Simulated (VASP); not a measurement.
Crystal: Ti2B2Os.

```xyz
5
Lattice="3.4646 0.0000 0.0000 -1.7323 3.0005 0.0000 0.0000 0.0000 5.6684" Properties=species:S:1:pos:R:3 pbc="T T T"
Ti    0.0000    2.0003    3.5887
Ti    1.7323    1.0002    2.0797
B     0.0000    2.0003    1.3502
B     1.7323    1.0002    4.3182
Os    0.0000    0.0000    0.0000
```

The cell was generated, and may not be a known phase.

- Program: VASP 6.6.1
- Task: relaxation of cell and atoms
- Functional: PBE
- Potentials or basis: VASP PAW PBE potentials, release 64 (Ti_sv, B, Os)
- Cutoff: 600 eV
- k mesh: 6 × 6 × 4
- Occupations: gaussian, width 0.1 eV
- Spin: no spin polarisation

At the start: pressure 9.0 GPa; volume 11.79 Å³/atom.

Question: How do energy, volume and symmetry change on relaxing?

Answer: Over 17 steps the energy falls by 398.1 meV/atom and the volume is 12.58 Å³/atom (+6.8 %); space group P-3m1 (No. 164, to 0.1 Å) before and after.

The path:
```tsv
step	energy change (eV)	largest force (eV/Å)	pressure (GPa)	volume (Å³)
1	0.0000	3.7366	8.98	58.93
2	-1.3167	1.7329	-9.48	64.70
3	-1.3422	1.5984	-11.66	66.33
4	-1.5469	1.7276	16.36	59.09
5	-1.6669	1.1871	4.03	61.64
6	-1.8665	0.3811	1.83	62.04
7	-1.8784	0.1059	1.40	62.16
8	-1.9282	0.0768	-2.06	63.20
9	-1.9423	0.2467	-4.51	64.00
10	-1.9639	0.2336	-3.58	63.74
11	-1.9868	0.2041	-1.43	63.17
12	-1.9875	0.1974	-0.98	63.05
13	-1.9894	0.1290	-0.36	62.88
14	-1.9900	0.0665	0.20	62.73
15	-1.9900	0.0604	0.26	62.72
16	-1.9902	0.0445	0.14	62.77
17	-1.9903	0.0312	-0.23	62.92
```

Final structure:
```
Ti B Os
1.0
     3.34299    0.00000    0.00000
    -1.67149    2.89511    0.00000
     0.00000    0.00000    6.50137
Ti B Os
2 2 1
Direct
  0.33333 0.66667 0.66780
  0.66667 0.33333 0.33220
  0.33333 0.66667 0.16479
  0.66667 0.33333 0.83521
  0.00000 0.00000 0.00000
```
